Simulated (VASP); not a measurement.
# SiNi (Pmmn) in VASP: a series of runs, part 2 of 4

VASP 6.6.1. Earlier steps stand in the parts before.

### 3 Electric field gradients, LDA, collinear spin, ferromagnetic start

This run uses another cell than the first one, of 11.64 Å³/atom.

The input, INCAR:

```
SYSTEM = SiNi
  PREC = Accurate
  ENCUT = 520
  EDIFF = 1E-8
  ISMEAR = -1
  SIGMA = 0.05
  LREAL = .False.
  LASPH = .True.
  NELM = 150
  ALGO = Normal
  ISIF = 2
  LWAVE = .False.
  LCHARG = .False.
  ISPIN = 2
  MAGMOM = 0 0 1.5 1.5
  LORBIT = 11
  LMAXMIX = 4
  LEFG = .True.
  NBANDS = 26
```

The input, KPOINTS:

```
regular mesh
0
Gamma
  11 10 7
  0 0 0
```

The input, POSCAR:

```
SiNi
1.0
    3.0266200000      0.0000000000      0.0000000000
    0.0000000000      3.2735000000      0.0000000000
    0.0000000000      0.0000000000      4.6977600000
Si Ni
2 2
Direct
    0.5000000000      0.5000000000      0.8423000000
    0.0000000000      0.0000000000      0.1577000000
    0.5000000000      0.5000000000      0.3442200000
    0.0000000000      0.0000000000      0.6557800000
```

Potentials or basis: VASP PAW LDA potentials, release 64 (Si, Ni).

Run with:

```bash
$ cat potpaw_LDA.64/Si/POTCAR potpaw_LDA.64/Ni/POTCAR > POTCAR
$ mpirun -np 1 vasp_std > vasp.out
```

OUTCAR:

```text
SYSTEM = SiNi
   PREC = Accurate
   ENCUT = 520
   EDIFF = 1E-8
   ISMEAR = -1
   LREAL = .False.
   LASPH = .True.
   NELM = 150
   ISIF = 2
   ISPIN = 2
   LORBIT = 11

 ion  position               nearest neighbor table
   1  0.500  0.500  0.842-   3 2.34   3 2.36   4 2.40   4 2.40   4 2.40   4 2.40   2 2.68   2 2.68
                             2 2.68   2 2.68
   2  0.000  0.000  0.158-   4 2.34   4 2.36   3 2.40   3 2.40   3 2.40   3 2.40   1 2.68   1 2.68
                             1 2.68   1 2.68
   3  0.500  0.500  0.344-   1 2.34   1 2.36   2 2.40   2 2.40   2 2.40   2 2.40   4 2.67   4 2.67
                             4 2.67   4 2.67
   4  0.000  0.000  0.656-   2 2.34   2 2.36   1 2.40   1 2.40   1 2.40   1 2.40   3 2.67   3 2.67
                             3 2.67   3 2.67

  LATTYP: Found a simple orthorhombic cell.
 ALAT       =     3.0266200000
 B/A-ratio  =     1.0815695396
 C/A-ratio  =     1.5521472798

  Lattice vectors:

 A1 = (   3.0266200000,   0.0000000000,   0.0000000000)
 A2 = (   0.0000000000,   3.2735000000,   0.0000000000)
 A3 = (   0.0000000000,   0.0000000000,   4.6977600000)

Analysis of symmetry for initial positions (statically):
=====================================================================
 Subroutine PRICEL returns:
 Original cell was already a primitive cell.

 Routine SETGRP: Setting up the symmetry group for a
[... 1636 lines left out ...]
   1      25.496     9.374   -34.870     0.000     0.000     0.000
   2      25.496     9.374   -34.870     0.000     0.000     0.000
   3       7.375     8.983   -16.358    -0.000    -0.000    -0.000
   4       7.375     8.983   -16.358     0.000    -0.000    -0.000
---------------------------------------------------------------------

 Electric field gradients after diagonalization (V/A^2)
 (convention: |V_zz| > |V_xx| > |V_yy|)
----------------------------------------------------------------------
 ion       V_xx      V_yy      V_zz     asymmetry (V_yy - V_xx)/ V_zz
----------------------------------------------------------------------
   1      25.496     9.374   -34.870       0.462
   2      25.496     9.374   -34.870       0.462
   3       8.983     7.375   -16.358       0.098
   4       8.983     7.375   -16.358       0.098
----------------------------------------------------------------------

           NMR quadrupolar parameters

 Cq : quadrupolar parameter    Cq=e*Q*V_zz/h
 eta: asymmetry parameters     (V_yy - V_xx)/ V_zz
 Q  : nuclear electric quadrupole moment in mb (millibarn)
----------------------------------------------------------------------
 ion       Cq(MHz)       eta       Q (mb)
----------------------------------------------------------------------
   1      -0.084       0.462       1.000
   2      -0.084       0.462       1.000
   3      -0.040       0.098       1.000
   4      -0.040       0.098       1.000
----------------------------------------------------------------------

 total charge

# of ion       s       p       d       tot
------------------------------------------
    1        0.757   0.856   0.000   1.612
    2        0.757   0.856   0.000   1.612
    3        0.478   0.598   8.480   9.556
    4        0.478   0.598   8.480   9.556
--------------------------------------------------
tot          2.469   2.907  16.959  22.336

 magnetization (x)

# of ion       s       p       d       tot
------------------------------------------
    1       -0.000  -0.000   0.000  -0.000
    2       -0.000  -0.000   0.000  -0.000
    3        0.000   0.000  -0.000  -0.000
    4        0.000   0.000  -0.000  -0.000
--------------------------------------------------
tot         -0.000  -0.000  -0.000  -0.000
```

OSZICAR:

```text
N       E                     dE             d eps       ncg     rms          rms(c)
DAV:   1     0.145302524419E+03    0.14530E+03   -0.11642E+04 15016   0.125E+03
DAV:   2    -0.200827385207E+02   -0.16539E+03   -0.15286E+03 15182   0.261E+02
DAV:   3    -0.298245514976E+02   -0.97418E+01   -0.93881E+01 17736   0.718E+01
DAV:   4    -0.300343386420E+02   -0.20979E+00   -0.20917E+00 17868   0.950E+00
DAV:   5    -0.300401206976E+02   -0.57821E-02   -0.57807E-02 18246   0.168E+00    0.219E+01
DAV:   6    -0.353606279728E+02   -0.53205E+01   -0.42261E+01 18000   0.120E+02    0.261E+01
DAV:   7    -0.272868876968E+02    0.80737E+01   -0.17699E+01 18096   0.782E+01    0.355E+00
DAV:   8    -0.272796084832E+02    0.72792E-02   -0.10037E+00 22206   0.955E+00    0.228E+00
DAV:   9    -0.272408196258E+02    0.38789E-01   -0.12518E-01 20832   0.473E+00    0.551E-01
DAV:  10    -0.272396650489E+02    0.11546E-02   -0.42371E-03 22466   0.721E-01    0.317E-01
DAV:  11    -0.272392611185E+02    0.40393E-03   -0.40588E-04 22986   0.193E-01    0.199E-01
DAV:  12    -0.272390552914E+02    0.20583E-03   -0.22119E-04 21252   0.237E-01    0.465E-02
DAV:  13    -0.272390530646E+02    0.22268E-05   -0.19220E-05 19850   0.408E-02    0.226E-02
DAV:  14    -0.272390508341E+02    0.22306E-05   -0.20453E-06 23612   0.186E-02    0.109E-02
DAV:  15    -0.272390502606E+02    0.57344E-06   -0.11722E-06 23162   0.142E-02    0.240E-03
DAV:  16    -0.272390502728E+02   -0.12207E-07   -0.16031E-07 16360   0.234E-03    0.101E-03
DAV:  17    -0.272390502733E+02   -0.43474E-09   -0.27289E-09  8636   0.497E-04
   1 F= -.27239050E+02 E0= -.27233389E+02  d E =-.113222E-01  mag=    -0.0000
```

stdout:

```text
POSCAR found type information on POSCAR SiNi
 POSCAR found :  2 types and       4 ions
 scaLAPACK will be used
 LDA part: xc-table for (Slater(with rela. corr.)+CA(PZ))
 , standard interpolation
 POSCAR, INCAR and KPOINTS ok, starting setup
 FFT: planning ... GRIDC
 FFT: planning ... GRID_SOFT
 FFT: planning ... GRID
 WAVECAR not read
 entering main loop
ion   1

ion   2

ion   3

ion   4
```

Run time: 7.1 min. Hardware: 1 thread of Intel Xeon 8259CL, shared host; peak memory 0.33 GiB.

What came out:

```yaml
Free_energy: -27.2391 eV
Pressure: -9.5 GPa
Largest_force: 0.169 eV/Å
Band_gap_on_the_k_mesh: zero (filled and empty bands overlap)
Net_moment: 0.00 μB per cell
Largest_electric_field_gradient_by_atom: Si -34.9; Ni -16.4 V/Å²
Valence_electrons_inside_the_program's_atomic_spheres: Si 1.61; Ni 9.56
```

Forces in eV/Å, atoms in the order of the input:
```
Si   0.000  0.000 -0.169
Si   0.000  0.000  0.169
Ni   0.000  0.000 -0.166
Ni   0.000  0.000  0.166
```

Levels at points of the mesh, in eV from the Fermi level:
Spin up:
| k point | band 11 | band 12 | band 13 | band 14 | band 15 | band 16 | band 17 | band 18 |
| --- | --- | --- | --- | --- | --- | --- | --- | --- |
| (0.00, 0.00, 0.00) | -2.30 | -1.97 | -1.93 | -1.03 | 0.79 | 2.95 | 5.17 | 5.35 |
| (0.00, 0.50, 0.00) | -2.21 | -2.21 | -2.03 | -2.03 | 1.26 | 1.26 | 4.59 | 4.59 |
Spin down:
| k point | band 12 | band 13 | band 14 | band 15 | band 16 | band 17 |
| --- | --- | --- | --- | --- | --- | --- |
| (0.00, 0.00, 0.00) | -1.97 | -1.93 | -1.03 | 0.79 | 2.95 | 5.17 |
| (0.00, 0.50, 0.00) | -2.21 | -2.03 | -2.03 | 1.26 | 1.26 | 4.59 |

Electric field gradients, principal values (V/Å²):
```
atom  least  middle  greatest (by size)
1 Si  9.374  25.496             -34.870
2 Si  9.374  25.496             -34.870
3 Ni  7.375   8.983             -16.358
4 Ni  7.375   8.983             -16.358
```

Caveat: the cell stands under tension; the moments typed at the start vanished in this run; without QUAD_EFG the Cq values of the log hold for a quadrupole moment of 1 mb, not for the nuclei.

### 4 Electric field gradients, LDA, collinear spin, ferromagnetic start (zz strain of +3 %)

The input, INCAR:

```
ALGO = Normal
EDIFF = 1E-8
ENCUT = 520
GGA = CA
ISIF = 2
ISMEAR = -1
ISPIN = 2
LASPH = True
LCHARG = False
LEFG = True
LMAXMIX = 4
LORBIT = 11
LREAL = False
LWAVE = False
MAGMOM = 0 0 1.5 1.5
NBANDS = 26
NELM = 150
PREC = Accurate
SIGMA = 0.05
```

The input, KPOINTS:

```
k-points
0
Gamma
  11 10 7
```

Edit POSCAR of step 3 so:

```diff
@@ -4,3 +4,3 @@
     0.0000000000      3.2735000000      0.0000000000
-    0.0000000000      0.0000000000      4.6977600000
+    0.0000000000      0.0000000000      4.8386928000
 Si Ni
```

Potentials or basis: VASP PAW LDA potentials, release 64 (Si, Ni).

Run with:

```bash
$ cat potpaw_LDA.64/Si/POTCAR potpaw_LDA.64/Ni/POTCAR > POTCAR
$ mpirun -np 1 vasp_std > vasp.out
```

OUTCAR:

```text
EDIFF = 1E-8
   ENCUT = 520
   GGA = CA
   ISIF = 2
   ISMEAR = -1
   ISPIN = 2
   LASPH = True
   LORBIT = 11
   LREAL = False
   NELM = 150
   PREC = Accurate

 ion  position               nearest neighbor table
   1  0.500  0.500  0.842-   4 2.40   4 2.40   4 2.40   4 2.40   3 2.41   3 2.43   2 2.70   2 2.70
                             2 2.70   2 2.70
   2  0.000  0.000  0.158-   3 2.40   3 2.40   3 2.40   3 2.40   4 2.41   4 2.43   1 2.70   1 2.70
                             1 2.70   1 2.70
   3  0.500  0.500  0.344-   2 2.40   2 2.40   2 2.40   2 2.40   1 2.41   1 2.43   4 2.69   4 2.69
                             4 2.69   4 2.69
   4  0.000  0.000  0.656-   1 2.40   1 2.40   1 2.40   1 2.40   2 2.41   2 2.43   3 2.69   3 2.69
                             3 2.69   3 2.69

  LATTYP: Found a simple orthorhombic cell.
 ALAT       =     3.0266200000
 B/A-ratio  =     1.0815695396
 C/A-ratio  =     1.5987116982

  Lattice vectors:

 A1 = (   3.0266200000,   0.0000000000,   0.0000000000)
 A2 = (   0.0000000000,   3.2735000000,   0.0000000000)
 A3 = (   0.0000000000,   0.0000000000,   4.8386928000)

Analysis of symmetry for initial positions (statically):
=====================================================================
 Subroutine PRICEL returns:
 Original cell was already a primitive cell.

 Routine SETGRP: Setting up the symmetry group for a
 simple orthorhombic supercell.

 Subroutine GETGRP returns: Found  8 space group operations
 (whereof  4 operations were pure point group operations)
 out of a pool of  8 trial point group operations.

The static configuration has the point symmetry C_2v.
 The point group associated with its full space group is D_2h.

Analysis of symmetry for dynamics (positions and initial velocities):
=====================================================================
 Subroutine PRICEL returns:
 Original cell was already a primitive cell.

 Routine SETGRP: Setting up the symmetry group for a
 simple orthorhombic supercell.

 Subroutine GETGRP returns: Found  8 space group operations
 (whereof  4 operations were pure point group operations)
 out of a pool of  8 trial point group operations.

The dynamic configuration has the point symmetry C_2v.
 The point group associated with its full space group is D_2h.

Analysis of structural, dynamic, and magnetic symmetry:
=====================================================================
 Subroutine PRICEL returns:
 Original cell was already a primitive cell.

 Routine SETGRP: Setting up the symmetry group for a
 simple orthorhombic supercell.

 Subroutine GETGRP returns: Found  8 space group operations
 (whereof  4 operations were pure point group operations)
 out of a pool of  8 trial point group operations.

The overall configuration has the point symmetry C_2v.
 The point group associated with its full space group is D_2h.

 Subroutine INISYM returns: Found  8 space group operations
 (whereof  4 operations are pure point group operations),
 and found     1 'primitive' translations

[... 140 lines left out ...]
 Free energy of the ion-electron system (eV)
  ---------------------------------------------------
  ext. energy  EPLUGINS =         0.00000000
  ---------------------------------------------------
  free energy    TOTEN  =       -27.10427878 eV

  energy without entropy =      -27.09426788  energy(sigma->0) =      -27.09927333

 E-fermi :  10.6579     XC(G=0): -12.5133

 val. band max:       10.6505325236   @ k =   0.3636   0.5000   0.4286
 cond. band min:      10.6601417612   @ k =   0.3636   0.3000   0.4286
 fundamental gap:      0.0096092376
 Fermi energy:        10.6579430772

 spin component 1

 k-point     1 :       0.0000    0.0000    0.0000
  band No.  band energies     occupation
      1      -2.8421      1.00000
      2       2.6157      1.00000
      3       4.3082      1.00000
      4       6.7569      1.00000
      5       7.3139      1.00000
      6       7.8505      1.00000
[... 685 lines left out ...]
     25      25.7214      0.00000
     26      26.4442      0.00000

 [... further k-points ...]

 spin component 2

 k-point     1 :       0.0000    0.0000    0.0000
  band No.  band energies     occupation
      1      -2.8421      1.00000
      2       2.6157      1.00000
      3       4.3083      1.00000
      4       6.7569      1.00000
      5       7.3139      1.00000
      6       7.8505      1.00000
[... 685 lines left out ...]
     25      25.7214      0.00000
     26      26.4442      0.00000

 [... further k-points ...]
[... 5 lines left out ...]
  --------------------------------------------------------------------------------------
  -------------------------------------------------------------------------------------
  Total       -3.5952038     -3.7646927     -6.0059696      0.0000000      0.0000000      0.0000000
  in kB     -120.1533270   -125.8177228   -200.7222042      0.0000000      0.0000000      0.0000000
  external PRESSURE =    -148.8977513 kB  Pullay stress =       0.0000000 kB

 VOLUME and BASIS-vectors are now :
 -----------------------------------------------------------------------------
  energy-cutoff  :      520.00
  volume of cell :       47.94
      direct lattice vectors                 reciprocal lattice vectors
     3.026620000  0.000000000  0.000000000     0.330401570  0.000000000  0.000000000
     0.000000000  3.273500000  0.000000000     0.000000000  0.305483428  0.000000000
     0.000000000  0.000000000  4.838692800     0.000000000  0.000000000  0.206667388

 POSITION                                       TOTAL-FORCE (eV/Angst)
 -----------------------------------------------------------------------------------
      1.51331      1.63675      4.07563         0.000000      0.000000     -0.275222
      0.00000      0.00000      0.76306         0.000000      0.000000      0.275222
      1.51331      1.63675      1.66557         0.000000      0.000000     -0.314844
      0.00000      0.00000      3.17312         0.000000      0.000000      0.314844
 -----------------------------------------------------------------------------------
    total drift:                                0.000000      0.000000     -0.000000

  FREE ENERGIE OF THE ION-ELECTRON SYSTEM (eV)
  ---------------------------------------------------
  free  energy   TOTEN  =       -27.1042787821 eV

  energy  without entropy=      -27.0942678841  energy(sigma->0) =      -27.09927333

 Electric field gradients (V/A^2)
---------------------------------------------------------------------
 ion       V_xx      V_yy      V_zz      V_xy      V_xz      V_yz
---------------------------------------------------------------------
   1      20.845     5.079   -25.924     0.000     0.000     0.000
   2      20.845     5.079   -25.924    -0.000     0.000    -0.000
   3       2.098     5.760    -7.858    -0.000    -0.000    -0.000
   4       2.098     5.760    -7.858     0.000    -0.000    -0.000
---------------------------------------------------------------------

 Electric field gradients after diagonalization (V/A^2)
 (convention: |V_zz| > |V_xx| > |V_yy|)
----------------------------------------------------------------------
 ion       V_xx      V_yy      V_zz     asymmetry (V_yy - V_xx)/ V_zz
----------------------------------------------------------------------
   1      20.845     5.079   -25.924       0.608
   2      20.845     5.079   -25.924       0.608
   3       5.760     2.098    -7.858       0.466
   4       5.760     2.098    -7.858       0.466
----------------------------------------------------------------------

           NMR quadrupolar parameters

 Cq : quadrupolar parameter    Cq=e*Q*V_zz/h
 eta: asymmetry parameters     (V_yy - V_xx)/ V_zz
 Q  : nuclear electric quadrupole moment in mb (millibarn)
----------------------------------------------------------------------
 ion       Cq(MHz)       eta       Q (mb)
----------------------------------------------------------------------
   1      -0.063       0.608       1.000
   2      -0.063       0.608       1.000
   3      -0.019       0.466       1.000
   4      -0.019       0.466       1.000
----------------------------------------------------------------------

 total charge

# of ion       s       p       d       tot
------------------------------------------
    1        0.758   0.832   0.000   1.590
    2        0.758   0.832   0.000   1.590
    3        0.460   0.560   8.465   9.485
    4        0.460   0.560   8.465   9.485
--------------------------------------------------
tot          2.436   2.786  16.930  22.151

 magnetization (x)

# of ion       s       p       d       tot
------------------------------------------
    1       -0.000  -0.000   0.000  -0.000
    2       -0.000  -0.000   0.000  -0.000
    3        0.000   0.000  -0.000  -0.000
    4        0.000   0.000  -0.000  -0.000
--------------------------------------------------
tot          0.000   0.000  -0.000  -0.000
```

OSZICAR:

```text
N       E                     dE             d eps       ncg     rms          rms(c)
DAV:   1     0.144046130371E+03    0.14405E+03   -0.11579E+04 15040   0.123E+03
DAV:   2    -0.199082853120E+02   -0.16395E+03   -0.15162E+03 15084   0.259E+02
DAV:   3    -0.295871659136E+02   -0.96789E+01   -0.93043E+01 18064   0.713E+01
DAV:   4    -0.297967872279E+02   -0.20962E+00   -0.20899E+00 17784   0.946E+00
DAV:   5    -0.298025878848E+02   -0.58007E-02   -0.57993E-02 18508   0.168E+00    0.213E+01
DAV:   6    -0.355286887778E+02   -0.57261E+01   -0.42971E+01 18054   0.120E+02    0.266E+01
DAV:   7    -0.271627334367E+02    0.83660E+01   -0.17786E+01 18070   0.777E+01    0.352E+00
DAV:   8    -0.271426842453E+02    0.20049E-01   -0.10995E+00 22240   0.106E+01    0.224E+00
DAV:   9    -0.271058353855E+02    0.36849E-01   -0.14354E-01 21102   0.478E+00    0.521E-01
DAV:  10    -0.271048898536E+02    0.94553E-03   -0.44946E-03 22150   0.735E-01    0.315E-01
DAV:  11    -0.271044797646E+02    0.41009E-03   -0.33000E-04 20972   0.135E-01    0.198E-01
DAV:  12    -0.271042839866E+02    0.19578E-03   -0.17657E-04 22528   0.196E-01    0.488E-02
DAV:  13    -0.271042812307E+02    0.27559E-05   -0.19169E-05 21218   0.458E-02    0.225E-02
DAV:  14    -0.271042793773E+02    0.18534E-05   -0.18458E-06 23562   0.164E-02    0.111E-02
DAV:  15    -0.271042787629E+02    0.61444E-06   -0.11158E-06 23086   0.145E-02    0.202E-03
DAV:  16    -0.271042787819E+02   -0.19053E-07   -0.19567E-07 16350   0.253E-03    0.101E-03
DAV:  17    -0.271042787821E+02   -0.18099E-09   -0.32891E-09  8674   0.508E-04
   1 F= -.27104279E+02 E0= -.27099273E+02  d E =-.100109E-01  mag=     0.0000
```

stdout:

```text
POSCAR found type information on POSCAR SiNi
 POSCAR found :  2 types and       4 ions
 scaLAPACK will be used
 LDA part: xc-table for (Slater(with rela. corr.)+CA(PZ))
 , standard interpolation
 POSCAR, INCAR and KPOINTS ok, starting setup
 FFT: planning ... GRIDC
 FFT: planning ... GRID_SOFT
 FFT: planning ... GRID
 WAVECAR not read
 entering main loop
ion   1

ion   2

ion   3

ion   4
```

Run time: 12 min. Hardware: 1 thread of Intel Xeon 8259CL, shared host; peak memory 0.31 GiB.

Results:

```
Free energy                                           : -27.1043 eV
Pressure                                              : -14.9 GPa
Largest force                                         : 0.315 eV/Å
Band gap on the k mesh                                : zero (filled and empty bands overlap)
Net moment                                            : 0.00 μB per cell
Largest electric field gradient by atom               : Si -25.9; Ni -7.9 V/Å²
Valence electrons inside the program's atomic spheres : Si 1.59; Ni 9.48
```

Forces on the atoms (eV/Å):
```
Si   0.000  0.000 -0.275
Si   0.000  0.000  0.275
Ni   0.000  0.000 -0.315
Ni   0.000  0.000  0.315
```

Stress tensor (GPa, compression positive):
```
-12.02   0.00   0.00
  0.00 -12.58   0.00
  0.00   0.00 -20.07
```

Electric field gradients, principal values (V/Å²):
```csv
atom,least,middle,greatest (by size)
1 Si,5.079,20.845,-25.924
2 Si,5.079,20.845,-25.924
3 Ni,2.098,5.760,-7.858
4 Ni,2.098,5.760,-7.858
```

Caveat: the cell differs from its parent crystal (zz strain of +3 %); the stress differs along the axes, from -20 to -12 GPa; the moments typed at the start vanished in this run; without QUAD_EFG the Cq values of the log hold for a quadrupole moment of 1 mb, not for the nuclei.

[end of part 2 of 4]
